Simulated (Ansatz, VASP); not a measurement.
**Sc: VASP beside Ansatz**

File INCAR:

```
PREC = Accurate
ENCUT = 520
EDIFF = 1E-7
ISMEAR = -1
SIGMA = 0.1
LREAL = False
LASPH = True
NELM = 80
ALGO = Normal
ISIF = 2
LWAVE = False
LCHARG = False
GGA = PE
NBANDS = 18
```

File KPOINTS:

```
regular mesh
0
Gamma
  16 16 9
```

POSCAR

```
Sc
1.0
    3.3193628924      0.0000000000      0.0000000000
   -1.6596814462      2.8746525892      0.0000000000
    0.0000000000      0.0000000000      5.1842605006
Sc
2
Direct
    0.3333333333      0.6666666667      0.2500000000
    0.6666666667      0.3333333333      0.7500000000
```

Input for Ansatz:

```yaml
crystal:
  lattice:
    - [3.3193628924, 0.0, 0.0]
    - [-1.6596814462, 2.8746525892, 0.0]
    - [0.0, 0.0, 5.1842605006]
  atoms:
    - { symbol: Sc, position: [0.3333333333, 0.6666666667, 0.25] }
    - { symbol: Sc, position: [0.6666666667, 0.3333333333, 0.75] }
hamiltonian:
  xc: pbe
  pseudopotentials:
    kind: paw
    azcp:
      Sc: "pseudopotentials/Sc.paw.azcp"
basis:
  ecutwfc: 420
  fft_grid_basis: typed
kpoints:
  mp_grid: { grid: [16, 16, 9], shift: [0, 0, 0] }
magnetization:
  spin_polarized: false
scf:
  occupations: { method: fermi_dirac, width: 0.1 }
  lower_state_search: "off"
output:
  stress: true
  write_density: true
  write_potential: true
  elf: true
  volumetric_format: npy
```

Alike in both runs: task single point; functional PBE; k mesh 16 × 16 × 9; occupations fermi-dirac, width 0.1 eV; no spin polarisation.

|  | VASP | Ansatz |
| --- | --- | --- |
| version | VASP 6.6.1 | Ansatz 0.2.0 |
| potentials or method | VASP PAW PBE potentials, release 64 (Sc_sv), cutoff 520 eV | plane waves (420 eV) with PAW, scalar-relativistic |
| valence electrons in the cell | 22 | 22 |

|  | VASP | Ansatz | Ansatz less VASP |
| --- | --- | --- | --- |
| pressure (GPa) | 0.0 | 0.0 | -0.03 |

With one functional, cell and mesh, what is left measures potentials, basis and numerics.
